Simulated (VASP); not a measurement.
Here is a VASP 6.6.1 calculation.

INCAR

```
ALGO = Normal
EDIFF = 1E-7
ENCUT = 520
GGA = PE
ISIF = 2
ISMEAR = 0
LASPH = True
LCHARG = False
LREAL = False
LWAVE = False
NBANDS = 24
NELM = 100
PREC = Accurate
SIGMA = 0.1
```

KPOINTS

```
k-points
0
Gamma
  6 6 10
```

POSCAR

```
Mg3CdS2
1.0
    6.5398717383      0.0000000000      0.0000000000
   -3.2699358691      5.6636950629      0.0000000000
    0.0000000000      0.0000000000      3.5811031227
Mg Cd S
3 1 2
Direct
    0.0000000000      0.5000000000      0.0000000000
    0.5000000000      0.0000000000      0.0000000000
    0.5000000000      0.5000000000      0.0000000000
    0.0000000000      0.0000000000      0.0000000000
    0.6666666667      0.3333333333      0.5000000000
    0.3333333333      0.6666666667      0.5000000000
```

Potentials or basis: VASP PAW PBE potentials, release 64 (Mg, Cd, S).

Run with:

```bash
$ cat potpaw_PBE.64/Mg/POTCAR potpaw_PBE.64/Cd/POTCAR potpaw_PBE.64/S/POTCAR > POTCAR
$ mpirun -np 1 vasp_std > vasp.out
```

(1) Predict the pressure.

(2) What does it give for the band gap on the k mesh?

## Answers

(1) -0.1 GPa.

(2) zero (band 15 reaches 4.15 eV, above the bottom of band 16 at 3.59 eV).
